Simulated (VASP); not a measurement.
A run of VASP 6.6.1 is set up as follows.

The input INCAR:

```
SYSTEM = FeBr4
PREC = Accurate
ENCUT = 520
EDIFF = 1E-7
ISMEAR = 0
SIGMA = 0.15
LREAL = .FALSE.
LASPH = .TRUE.
NELM = 150
ALGO = Normal
ISIF = 2
LWAVE = .FALSE.
LCHARG = .FALSE.
ISPIN = 2
MAGMOM = 4 0 0 0 0
LORBIT = 11
LMAXMIX = 4
GGA = PE
NBANDS = 30
```

File KPOINTS:

```
Automatic mesh
0
G
  3 3 3
  0 0 0
```

Contents of POSCAR:

```
FeBr4
1.0
   -3.6368435174      3.6368435174      3.6368435174
    3.6368435174     -3.6368435174      3.6368435174
    3.6368435174      3.6368435174     -3.6368435174
Fe Br
1 4
Direct
    0.0000000000      0.0000000000      0.0000000000
    0.6377847849      0.0000000000      0.0000000000
    0.0000000000      0.0000000000      0.6377847849
    0.0000000000      0.6377847849      0.0000000000
    0.3622152151      0.3622152151      0.3622152151
```

Potentials or basis: VASP PAW PBE potentials, release 64 (Fe, Br).

The run is started by

```console
$ cat potpaw_PBE.64/Fe/POTCAR potpaw_PBE.64/Br/POTCAR > POTCAR
$ mpirun -np 1 vasp_std > vasp.out
```

Q: Predict the net moment.

A: 4.00 μB per cell.

Q: Estimate the pressure.

A: 0.5 GPa.

Q: What does it give for the site moments?

A: Fe +3.15; Br +0.12 μB.

Forces on the atoms (eV/Å):
```
Fe   0.000  0.000  0.000
Br  -0.018  0.018  0.018
Br   0.018  0.018 -0.018
Br   0.018 -0.018  0.018
Br  -0.018 -0.018 -0.018
```

Caveat: the k points lie up to 0.41 Å⁻¹ apart.
